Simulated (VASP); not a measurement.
Here is a VASP 6.6.1 calculation.

File INCAR:

```
  PREC = Accurate
  ENCUT = 520
  EDIFF = 1E-6
  ISMEAR = 1
  SIGMA = 0.1
  LREAL = F
  LASPH = T
  NELM = 60
  ALGO = Normal
  ISIF = 2
  LWAVE = F
  LCHARG = F
  GGA = PS
  NBANDS = 18
```

The input KPOINTS:

```
regular mesh
0
Gamma
  9 9 5
```

Contents of POSCAR:

```
ZnAg
1.0
    1.5508320000     -2.2996820000      0.0000000000
    1.5508320000      2.2996820000      0.0000000000
    0.0000000000      0.0000000000      4.4291620000
Zn Ag
1 1
Direct
    0.5000000000      0.5000000000      0.5000000000
    0.0000000000      0.0000000000      0.0000000000
```

Potentials or basis: VASP PAW PBE potentials, release 64 (Zn, Ag).

Launch:

```sh
$ cat potpaw_PBE.64/Zn/POTCAR potpaw_PBE.64/Ag/POTCAR > POTCAR
$ mpirun -np 1 vasp_std > vasp.out
```

(1) What does it give for the pressure?

Answers

(1) -2.3 GPa.

Caveat: the PAW data sets were made with another functional, which shifts forces and pressure a little.
